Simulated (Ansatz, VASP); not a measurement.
## GaN in VASP and in Ansatz

```xyz
4
Lattice="3.1831 0.0000 0.0000 -1.5915 2.7566 0.0000 0.0000 0.0000 5.1836" Properties=species:S:1:pos:R:3 pbc="T T T"
Ga    0.0000    1.8378    5.1790
Ga    1.5915    0.9189    2.5872
N     0.0000    1.9378    2.1485
N     1.5915    0.9189    4.5403
```

Alike in both runs: task single point; functional r2SCAN; k mesh 12 × 12 × 6; occupations gaussian, width 0.05 eV; no spin polarisation.

|  | VASP | Ansatz |
| --- | --- | --- |
| version | VASP 6.6.1 | Ansatz 0.2.0 |
| potentials or method | VASP PAW PBE potentials, release 64 (Ga_d, N), cutoff 520 eV | scalar-relativistic, plane waves, PAW |
| valence electrons in the cell | 36 | 36 |

|  | VASP | Ansatz | Ansatz less VASP |
| --- | --- | --- | --- |
| gap on the k mesh at the Fermi level (eV) | 2.20 | 2.20 | +0.003 |
| least direct gap on the mesh (eV) | 2.20 | 2.20 | +0.003 |
| pressure (GPa) | 4.1 | 3.0 | -1.07 |
| traceless stress, the component that is largest in VASP (GPa) | 8.85 | 8.55 | -0.300 |
| rms of the force components (eV/Å) | 1.331 | 1.314 | -0.0175 |

VASP's potentials were made for PBE, not for r2SCAN. Atom by atom the forces differ by 0.020 eV/Å (rms over components). With one functional, cell and mesh, what is left measures potentials, basis and numerics.
